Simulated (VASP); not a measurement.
TiAl, 2 atoms in the cell. The structure is hexagonal, space group P-6m2 (No. 187). The conventional cell has a = 2.920 Å, b = 2.920 Å, c = 4.767 Å, α = 90.00°, β = 90.00°, γ = 120.00°. Ti (site symmetry -6m2) has 6 Al at 2.92 Å and 6 Ti at 2.92 Å within 3.8 Å. Al (site symmetry -6m2) has 6 Ti at 2.92 Å and 6 Al at 2.92 Å within 3.8 Å. 

| Quantity | Value |
| --- | --- |
| Program | VASP 6.6.1 |
| Task | single point |
| Functional | LDA |
| Potentials or basis | VASP PAW LDA potentials, release 64 (Ti_sv, Al) |
| Cutoff | 520 eV |
| k mesh | 21 × 21 × 12 |
| Occupations | gaussian, width 0.15 eV |
| Spin | collinear spin |
| Starting moments | [0.5, 0.0] μB |
| Fixed moment | 0.5 μB |
| Dipole correction | no |
| Further INCAR settings | ALGO = Normal; EDIFF = 1e-06; NBANDS = 18 |

Potentials or basis: VASP PAW LDA potentials, release 64 (Ti_sv, Al).

The run is started by

```sh
$ cat potpaw_LDA.64/Ti_sv/POTCAR potpaw_LDA.64/Al/POTCAR > POTCAR
$ mpirun -np 1 vasp_std > vasp.out
```

Hardware: 1 thread of AMD EPYC 9R45 96-Core Processor (Zen 5) (shared host).

**Question.** Estimate the wall time of this run.

**Answer.** Run time: 3.2 min on 1 thread of AMD EPYC 9R45 96-Core Processor (Zen 5), with other jobs on the host, peak memory 0.36 GiB. Counts: scf iterations 14, k points 336.
